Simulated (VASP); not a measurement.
Set up this calculation in VASP 6.6.1, as the native input.

* Task: electric field gradients
* Functional: LDA
* Potentials or basis: VASP PAW LDA potentials, release 64 (Te)
* Cutoff: 520 eV
* k mesh: 8 × 8 × 8
* Occupations: fermi-dirac, width 0.05 eV
* Spin: no spin polarisation
* Dipole correction: no
* Further INCAR settings: ALGO = Normal; EDIFF = 1e-08; NBANDS = 16

The structure of Te lies in POSCAR:

```
Te
1.0
    4.2696680000     -2.4347115000     -0.0279435000
    4.1985320000      2.3076885000     -0.0990795000
   -0.1898102500     -0.0574035000      3.9593067500
Te
3
Direct
    0.6760000000      0.6760000000      0.6750000000
    0.3240000000      0.3240000000      0.3250000000
    0.0000000000      0.0000000000      0.0000000000
```

This cell differs from its parent crystal: equal xy, yz and zx shear strains of -3 %.

The input as run:

INCAR

```
SYSTEM = Te
PREC = Accurate
ENCUT = 520
EDIFF = 1E-8
ISMEAR = -1
SIGMA = 0.05
LREAL = .FALSE.
LASPH = .TRUE.
NELM = 80
ALGO = Normal
ISIF = 2
LWAVE = .FALSE.
LCHARG = .FALSE.
LEFG = .TRUE.
NBANDS = 16
```

KPOINTS

```
regular mesh
0
G
  8 8 8
  0 0 0
```

Potentials or basis: VASP PAW LDA potentials, release 64 (Te).

The run is started by

```bash
$ cat potpaw_LDA.64/Te/POTCAR > POTCAR
$ mpirun -np 1 vasp_std > vasp.out
```

Results of the run:

```
Pressure               : 5.0 GPa
Largest force          : 0.506 eV/Å
Band gap on the k mesh : zero (band 9 reaches 10.45 eV, above the bottom of band 10 at 7.13 eV)
```

Caveat: the cell differs from its parent crystal (equal xy, yz and zx shear strains of -3 %); without QUAD_EFG the Cq values of the log hold for a quadrupole moment of 1 mb, not for the nuclei; spin-orbit coupling is left out, which moves the levels of the heavy elements.

It took 5.3 min on 1 thread of Oxide Virtual Turin-like Processor (shared host), peak memory 0.33 GiB.
